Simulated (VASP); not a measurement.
The system is Pd.

```
Pd
1.0
     2.76256    0.00000    0.00000
    -1.38128    2.39245    0.00000
     0.00000    0.00000    9.11839
Pd
4
Direct
  0.66667 0.33333 0.75000
  0.00000 0.00000 0.50000
  0.33333 0.66667 0.25000
  0.00000 0.00000 0.00000
```

This isn't the form of Pd at room conditions, which is fcc.

Base run:

```yaml
Program: VASP 6.6.1
Functional: PBE
Potentials_or_basis: VASP PAW PBE potentials, release 64 (Pd)
Cutoff: 520 eV
k_mesh: 11 × 11 × 3
Occupations: fermi-dirac, width 0.05 eV
Spin: no spin polarisation
```

Its results: band gap on the k mesh zero (bands 20 and 21 overlap by 0.87 eV); pressure 3.2 GPa.

Question: The run is repeated on the same cell with these changes: functional from PBE to LDA; potentials or basis from VASP PAW PBE potentials, release 64 (Pd) to VASP PAW LDA potentials, release 64 (Pd). What comes out?

Answer: Band gap on the k mesh zero (bands 20 and 21 overlap by 0.88 eV); pressure -11.3 GPa.

Caveats: the cell stands under pressure (at least some runs); the cell stands under tension (at least some runs).
